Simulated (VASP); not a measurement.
# LaIn3Au2 in VASP: a series of runs

LaIn3Au2 is run at these levels: PBE, revPBE; tasks: single point.

Everything below comes from runs of VASP 6.6.1. Logs are shortened: lines on timing, memory, paths and dates and some standing lists are left out, and cuts for length are marked.

**1. The cell of the first run**

The typed cell holds 6 atoms: a = 5.953 Å, b = 5.953 Å, c = 4.676 Å, α = 90.00°, β = 90.00°, γ = 120.00°.

**2. Single point, PBE**

Input file INCAR:

```
SYSTEM = LaIn3Au2
PREC = Accurate
ENCUT = 520
EDIFF = 1E-6
ISMEAR = -1
SIGMA = 0.1
LREAL = .FALSE.
LASPH = .TRUE.
NELM = 100
ALGO = Normal
ISIF = 2
LWAVE = .FALSE.
LCHARG = .TRUE.
GGA = PE
LELF = .TRUE.
LVHAR = .TRUE.
NBANDS = 45
```

Input file KPOINTS:

```
Automatic mesh
0
G
  4 4 4
  0 0 0
```

Input file POSCAR:

```
LaIn3Au2
1.0
    5.9533310000      0.0000000000      0.0000000000
   -2.9766650000      5.1557370000      0.0000000000
    0.0000000000      0.0000000000      4.6759690000
In La Au
3 1 2
Direct
    0.5000000000      0.0000000000      0.5000000000
    0.5000000000      0.5000000000      0.5000000000
    0.0000000000      0.5000000000      0.5000000000
    0.0000000000      0.0000000000      0.0000000000
    0.3333000000      0.6667000000      0.0000000000
    0.6666000000      0.3333000000      0.0000000000
```

Potentials or basis: VASP PAW PBE potentials, release 64 (In_d, La, Au).

Started as:

```sh
$ cat potpaw_PBE.64/In_d/POTCAR potpaw_PBE.64/La/POTCAR potpaw_PBE.64/Au/POTCAR > POTCAR
$ mpirun -np 1 vasp_std > vasp.out
```

OUTCAR:

```text
SYSTEM = LaIn3Au2
   PREC = Accurate
   ENCUT = 520
   EDIFF = 1E-6
   ISMEAR = -1
   LREAL = .FALSE.
   LASPH = .TRUE.
   NELM = 100
   ISIF = 2
   GGA = PE

 ion  position               nearest neighbor table
   1  0.500  0.000  0.500-   6 2.90   6 2.90   5 2.90   5 2.90   2 2.98   2 2.98   3 2.98   3 2.98
                             4 3.79   4 3.79   4 3.79   4 3.79
   2  0.500  0.500  0.500-   6 2.90   6 2.90   5 2.90   5 2.90   3 2.98   3 2.98   1 2.98   1 2.98
                             4 3.79   4 3.79   4 3.79   4 3.79
   3  0.000  0.500  0.500-   5 2.90   5 2.90   6 2.90   6 2.90   2 2.98   2 2.98   1 2.98   1 2.98
                             4 3.79   4 3.79   4 3.79   4 3.79
   4  0.000  0.000  0.000-   5 3.44   6 3.44   6 3.44   5 3.44   5 3.44   6 3.44   1 3.79   1 3.79
                             1 3.79   1 3.79   3 3.79   3 3.79   3 3.79   3 3.79   2 3.79   2 3.79
   5  0.333  0.667  0.000-   3 2.90   3 2.90   1 2.90   1 2.90   2 2.90   2 2.90   4 3.44   6 3.44
                             6 3.44   4 3.44   6 3.44   4 3.44
   6  0.667  0.333  0.000-   2 2.90   2 2.90   1 2.90   1 2.90   3 2.90   3 2.90   4 3.44   5 3.44
                             4 3.44   5 3.44   5 3.44   4 3.44

  LATTYP: Found a hexagonal cell.
 ALAT       =     5.9533310000
 C/A-ratio  =     0.7854374299

  Lattice vectors:

 A1 = (   5.9533310000,   0.0000000000,   0.0000000000)
 A2 = (  -2.9766650000,   5.1557370000,   0.0000000000)
 A3 = (   0.0000000000,   0.0000000000,   4.6759690000)

Analysis of symmetry for initial positions (statically):
=====================================================================
 Subroutine PRICEL returns:
 Original cell was already a primitive cell.

 Routine SETGRP: Setting up the symmetry group for a
 hexagonal supercell.

 Subroutine GETGRP returns: Found  4 space group operations
 (whereof  4 operations were pure point group operations)
 out of a pool of 24 trial point group operations.

The static configuration has the point symmetry C_2v.

Analysis of symmetry for dynamics (positions and initial velocities):
=====================================================================
 Subroutine PRICEL returns:
 Original cell was already a primitive cell.

 Routine SETGRP: Setting up the symmetry group for a
 hexagonal supercell.

 Subroutine GETGRP returns: Found  4 space group operations
 (whereof  4 operations were pure point group operations)
 out of a pool of 24 trial point group operations.

The dynamic configuration has the point symmetry C_2v.

 Subroutine INISYM returns: Found  4 space group operations
 (whereof  4 operations are pure point group operations),
 and found     1 'primitive' translations

----------------------------------------------------------------------------------------

                                     Primitive cell

  volume of cell :     143.5233

  direct lattice vectors                    reciprocal lattice vectors
     5.953331000  0.000000000  0.000000000     0.167973190  0.096979329  0.000000000
    -2.976665000  5.155737000  0.000000000     0.000000000  0.193958691  0.000000000
     0.000000000  0.000000000  4.675969000     0.000000000  0.000000000  0.213859416

  length of vectors
     5.953331000  5.953331717  4.675969000     0.193958714  0.193958691  0.213859416

  position of ions in fractional coordinates (direct lattice)
     0.500000000  0.000000000  0.500000000
     0.500000000  0.500000000  0.500000000
     0.000000000  0.500000000  0.500000000
     0.000000000  0.000000000  0.000000000
     0.333300000  0.666700000  0.000000000
     0.666600000  0.333300000  0.000000000

  ion indices of the primitive-cell ions
   primitive index   ion index
                 1           1
                 2           2
                 3           3
                 4           4
                 5           5
                 6           6

----------------------------------------------------------------------------------------

 KPOINTS: Automatic mesh

Automatic generation of k-mesh.
 Grid dimensions read from file:
 generate k-points for:    4    4    4

 Generating k-lattice:

  Cartesian coordinates                     Fractional coordinates (reciprocal lattice)
     0.041993298  0.024244832  0.000000000     0.250000000  0.000000000  0.000000000
     0.000000000  0.048489673  0.000000000     0.000000000  0.250000000  0.000000000
     0.000000000  0.000000000  0.053464854     0.000000000  0.000000000  0.250000000

  Length of vectors
     0.048489679  0.048489673  0.053464854

  Shift w.r.t. Gamma in fractional coordinates (k-lattice)
     0.000000000  0.000000000  0.000000000

 Subroutine IBZKPT returns following result:
 ===========================================

 Found     21 irreducible k-points:

 Following reciprocal coordinates:
            Coordinates               Weight
  0.000000  0.000000  0.000000      1.000000
  0.250000  0.000000  0.000000      4.000000
  0.000000  0.250000  0.000000      2.000000
  0.500000  0.000000  0.000000      2.000000
  0.000000  0.500000  0.000000      1.000000
  0.250000  0.250000  0.000000      4.000000
[... 13 lines left out ...]
  0.250000  0.250000  0.500000      4.000000
  0.500000  0.250000  0.500000      2.000000
   k-points           NKPTS =     21   k-points in BZ     NKDIM =     21   number of bands    NBANDS=     45
   number of dos      NEDOS =    301   number of ions     NIONS =      6
   total plane-waves  NPLWV =  82944
   dimension x,y,z NGX =    48 NGY =   48 NGZ =   36
   dimension x,y,z NGXF=    96 NGYF=   96 NGZF=   72
   ions per type =               3   1   2
   NGX,Y,Z   is equivalent  to a cutoff of  13.40, 13.40, 12.80 a.u.
   NGXF,Y,Z  is equivalent  to a cutoff of  26.81, 26.81, 25.60 a.u.
 SYSTEM =  LaIn3Au2
   PREC   = accura    normal or accurate (medium, high low for compatibility)
   ISTART =      0    job   : 0-new  1-cont  2-samecut
   ICHARG =      2    charge: 1-file 2-atom 10-const
   ISPIN  =      1    spin polarized calculation?
   LNONCOLLINEAR =      F non collinear calculations
   LSORBIT =      F    spin-orbit coupling
   LASPH  =      T    aspherical Exc in radial PAW
   ENCUT  =  520.0 eV  38.22 Ry    6.18 a.u.  11.07 11.07  8.69*2*pi/ulx,y,z
   NELM   =    100;   NELMIN=  2; NELMDL= -5     # of ELM steps
   EDIFF  = 0.1E-05   stopping-criterion for ELM
   LREAL  =      F    real-space projection
   EDIFFG = 0.1E-04   stopping-criterion for IOM
   NSW    =      0    number of steps for IOM
   IBRION =     -1    ionic relax: 0-MD 1-quasi-New 2-CG
   NFREE  =      0    steps in history (QN), initial steepest desc. (CG)
   ISIF   =      2    stress and relaxation
   ISYM   =      2    0-nonsym 1-usesym 2-fastsym
   POTIM  = 0.5000    time-step for ionic-motion
   TEBEG  =    0.0;   TEEND  =   0.0 temperature during run
   PSTRESS=    0.0 pullay stress
   NELECT =      72.0000    total number of electrons
   NUPDOWN=      -1.0000    fix difference up-down
   EMIN   =  10.00;   EMAX   =-10.00  energy-range for DOS
   EFERMI =   0.00;   METHOD = LEGACY
   ISMEAR =    -1;   SIGMA  =   0.10  broadening in eV -4-tet -1-fermi 0-gaus
   EFERMI_NEDOS =   21; number of points for ismear=-14 and -15
   IALGO  =     38    algorithm
   IMIX   =      4    mixing-type and parameters
     AMIX     =   0.40;   BMIX     =  1.00
     AMIX_MAG =   1.60;   BMIX_MAG =  1.00
  volume/ion in A,a.u.               =      23.92       161.42
  Fermi-wavevector in a.u.,A,eV,Ry     =   1.300803  2.458161 23.022261  1.692088
  Thomas-Fermi vector in A             =   2.431978
   LORBIT       =      0    0 simple, 1 ext, 2 COOP (PROOUT), +10 PAW based schemes
   GGA     = PE    functional components
   LHFCALC =     F    Hartree Fock is set to
   AEXX    =    0.0000 exact exchange contribution
   IVDW    =     0    specifies the selected vdW correction
   LEPSILON=     F    determine dielectric tensor
   LRPA    =     F    only Hartree local field effects (RPA)
 non-spin polarized calculation
  energy-cutoff  :      520.00
  volume of cell :      143.52
 maximum number of plane-waves:      3906
 NGX is ok and might be reduce to    48
   NGX = 23   NGY = 23   NGZ = 17

 number of electron      72.0000000 magnetization

 Free energy of the ion-electron system (eV)
  ---------------------------------------------------
  ext. energy  EPLUGINS =         0.00000000
  ---------------------------------------------------
  free energy    TOTEN  =       -21.65248367 eV

  energy without entropy =      -21.60323144  energy(sigma->0) =      -21.62785755

 E-fermi :   8.8072     XC(G=0): -10.8325

 val. band max:        8.6227112406   @ k =   0.2500   0.0000   0.2500
 cond. band min:       8.8536810242   @ k =   0.2500   0.0000   0.0000
 fundamental gap:      0.2309697836
 Fermi energy:         8.8072006007

 k-point     1 :       0.0000    0.0000    0.0000
  band No.  band energies     occupation
      1     -24.6640      2.00000
      2      -8.3383      2.00000
      3      -8.3382      2.00000
      4      -8.2939      2.00000
      5      -6.5593      2.00000
      6      -6.3454      2.00000
[... 37 lines left out ...]
     44      10.2510      0.00000
     45      10.6255      0.00000

 k-point     2 :       0.2500    0.0000    0.0000
  band No.  band energies     occupation
      1     -24.6638      2.00000
      2      -8.3544      2.00000
      3      -8.3399      2.00000
      4      -8.2987      2.00000
      5      -6.4673      2.00000
      6      -6.3140      2.00000
[... 37 lines left out ...]
     44      10.2947      0.00000
     45      10.5667      0.00000

 k-point     3 :       0.0000    0.2500    0.0000
  band No.  band energies     occupation
      1     -24.6638      2.00000
      2      -8.3544      2.00000
      3      -8.3399      2.00000
      4      -8.2987      2.00000
      5      -6.4673      2.00000
      6      -6.3139      2.00000
[... 853 lines left out ...]
     44      10.2132      0.00000
     45      10.3179      0.00000

 k-point    21 :       0.5000    0.2500    0.5000
  band No.  band energies     occupation
      1     -24.6598      2.00000
      2      -8.3959      2.00000
      3      -8.3438      2.00000
      4      -8.3384      2.00000
      5      -6.3038      2.00000
      6      -6.2741      2.00000
[... 37 lines left out ...]
     44      10.2131      0.00000
     45      10.3179      0.00000

------------------------ aborting loop because EDIFF is reached ----------------------------------------

  FORCE on cell =-STRESS in cart. coord.  units (eV):
  Direction    XX          YY          ZZ          XY          YZ          ZX
  --------------------------------------------------------------------------------------
  -------------------------------------------------------------------------------------
  Total        1.7552384      1.7555553     -0.3535436      0.0000002      0.0000000      0.0000000
  in kB       19.5940533     19.5975905     -3.9466734      0.0000019      0.0000000      0.0000000
  external PRESSURE =      11.7483235 kB  Pullay stress =       0.0000000 kB

 VOLUME and BASIS-vectors are now :
 -----------------------------------------------------------------------------
  energy-cutoff  :      520.00
  volume of cell :      143.52
      direct lattice vectors                 reciprocal lattice vectors
     5.953331000  0.000000000  0.000000000     0.167973190  0.096979329  0.000000000
    -2.976665000  5.155737000  0.000000000     0.000000000  0.193958691  0.000000000
     0.000000000  0.000000000  4.675969000     0.000000000  0.000000000  0.213859416

 POSITION                                       TOTAL-FORCE (eV/Angst)
 -----------------------------------------------------------------------------------
      2.97667      0.00000      2.33798         0.000280      0.000000      0.000000
      1.48833      2.57787      2.33798        -0.000395      0.000392      0.000000
     -1.48833      2.57787      2.33798        -0.000395     -0.000392      0.000000
      0.00000      0.00000      0.00000        -0.000414      0.000000      0.000000
     -0.00030      3.43733      0.00000         0.000462     -0.000524      0.000000
      2.97637      1.71841      0.00000         0.000462      0.000524      0.000000
 -----------------------------------------------------------------------------------
    total drift:                                0.000006     -0.000000     -0.000000

  FREE ENERGIE OF THE ION-ELECTRON SYSTEM (eV)
  ---------------------------------------------------
  free  energy   TOTEN  =       -21.6524836667 eV

  energy  without entropy=      -21.6032314365  energy(sigma->0) =      -21.62785755
```

Run time: 2.7 min. Hardware: 1 thread of AMD EPYC 7R13 (Zen 3), shared host; peak memory 0.31 GiB.

Results:

| Item | Value |
| --- | --- |
| Free energy | -21.6525 eV |
| Pressure | 1.2 GPa |
| Band gap on the k mesh | zero (band 36 reaches 9.25 eV, above the bottom of band 37 at 7.63 eV) |

Levels at points of the mesh, in eV from the Fermi level:
| k point | band 33 | band 34 | band 35 | band 36 | band 37 | band 38 | band 39 | band 40 |
| --- | --- | --- | --- | --- | --- | --- | --- | --- |
| (0.00, 0.00, 0.00) | -2.82 | -1.79 | -1.18 | -1.10 | -1.10 | 1.29 | 1.29 | 1.29 |
| (0.50, 0.00, 0.00) | -2.72 | -0.99 | 0.23 | 0.39 | 0.51 | 0.79 | 1.03 | 1.20 |
| (0.00, 0.50, 0.00) | -2.72 | -0.99 | 0.23 | 0.39 | 0.51 | 0.79 | 1.03 | 1.20 |
| (0.00, 0.00, 0.50) | -1.53 | -1.53 | -1.41 | -1.41 | -1.18 | -0.61 | -0.61 | 1.18 |
| (0.50, 0.00, 0.50) | -3.86 | -1.71 | -1.28 | -0.68 | 0.75 | 1.13 | 1.23 | 1.27 |
| (0.00, 0.50, 0.50) | -3.86 | -1.71 | -1.28 | -0.68 | 0.75 | 1.13 | 1.23 | 1.27 |

Caveat: spin-orbit coupling is left out, which moves the levels of the heavy elements.

(Part 1 of 2 ends here.)
